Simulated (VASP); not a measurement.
## Cd3SbSe4: single point with r2SCAN

Crystal: Cd3SbSe4.

```
Cd Sb Se
1.0
     0.08415    6.07674   -0.01824
     6.02598    0.08415   -0.03088
     3.08582    3.09861   -5.88673
Cd Sb Se
3 1 4
Direct
  0.46633 0.52378 0.96424
  0.70146 0.27407 0.48675
  0.22473 0.69995 0.53322
  0.01613 0.00465 0.97788
  0.66468 0.65934 0.23007
  0.34787 0.82604 0.78658
  0.13015 0.13437 0.27621
  0.88304 0.39280 0.79027
```

- Program: VASP 6.6.1
- Task: single point
- Functional: r2SCAN
- Potentials or basis: VASP PAW PBE potentials, release 64 (Cd, Sb, Se)
- Cutoff: 520 eV
- k mesh: 4 × 4 × 3, shifted
- Occupations: methfessel-paxton, width 0.0794 eV
- Spin: no spin polarisation
- Dipole correction: no
- Further INCAR settings: ALGO = Normal; EDIFF = 1e-06; NBANDS = 42

The pressure is 17.4 GPa, the largest force is 9.797 eV/Å and the band gap on the k mesh is zero (an odd number of electrons rules out a gap without spin polarisation).

Forces on the atoms (eV/Å):
```
Cd  -5.677  6.083 -5.171
Cd  -1.631  1.518 -1.704
Cd   1.884  1.854  2.898
Sb   1.627  1.198 -0.553
Se  -0.158 -3.027 -0.171
Se   4.447 -3.727  6.826
Se   0.071  0.099 -1.262
Se  -0.564 -3.998 -0.862
```

Stress tensor (GPa, compression positive):
```
20.25 -8.31  9.71
-8.31 16.53 -1.78
 9.71 -1.78 15.38
```

Levels at points of the mesh, in eV from the Fermi level:
```tsv
k point	band 30	band 31	band 32	band 33	band 34	band 35
(0.12, 0.12, 0.00)	-2.85	-2.71	-1.82	0.09	0.46	0.92
```

Run time: 21 min on 1 thread of Intel(R) Xeon(R) Platinum 8175M CPU @ 2.50GHz (Skylake/Cascade Lake), on a shared host, peak memory 0.48 GiB.

Caveat: the cell stands under pressure; the PAW data sets were made with another functional, which shifts forces and pressure a little; spin-orbit coupling is left out, which moves the levels of the heavy elements.
